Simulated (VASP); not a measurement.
Write the native input for VASP 6.6.1 that does the following.

```yaml
Task: single point
Functional: PBE
Potentials_or_basis: VASP PAW PBE potentials, release 64 (Sr_sv, O)
Cutoff: 520 eV
k_mesh: 9 × 9 × 4
Occupations: gaussian, width 0.05 eV
Spin: no spin polarisation
Dipole_correction: no
Further_INCAR_settings: ALGO = Normal; EDIFF = 1e-07; NBANDS = 24
```

The structure of SrO lies in POSCAR:

```
SrO
1.0
    3.6366829075      0.0000000000      0.0000000000
   -1.8183414538      3.1494597834      0.0000000000
    0.0000000000      0.0000000000      6.3468734168
Sr O
2 2
Direct
    0.3333333333      0.6666666667      0.2543289672
    0.6666666667      0.3333333333      0.7543289672
    0.0000000000      0.0000000000     -0.0237079882
    0.0000000000      0.0000000000      0.4762920118
```

This cell differs from its parent crystal: atoms displaced along a vibrational mode, the cell strained.

These files were run (other wordings do the same):

INCAR

```
  ALGO = Normal
  EDIFF = 1E-7
  ENCUT = 520
  GGA = PE
  ISIF = 2
  ISMEAR = 0
  LASPH = T
  LCHARG = F
  LREAL = F
  LWAVE = F
  NBANDS = 24
  NELM = 100
  PREC = Accurate
  SIGMA = 0.05
```

KPOINTS

```
k-points
0
Gamma
  9 9 4
```

Potentials or basis: VASP PAW PBE potentials, release 64 (Sr_sv, O).

Run with:

```sh
$ cat potpaw_PBE.64/Sr_sv/POTCAR potpaw_PBE.64/O/POTCAR > POTCAR
$ mpirun -np 1 vasp_std > vasp.out
```

It gave:

```json
{"Pressure": "-2.4 GPa", "Largest force": "0.273 eV/Å", "Band gap on the k mesh": "2.81 eV"}
```

Caveat: the cell differs from its parent crystal (atoms displaced along a vibrational mode, the cell strained); an odd mesh through Γ misses points on the zone boundary, where band edges can lie.

It took 26 s on 1 thread of Intel(R) Xeon(R) 6975P-C (Granite Rapids) (shared host), peak memory 0.21 GiB.
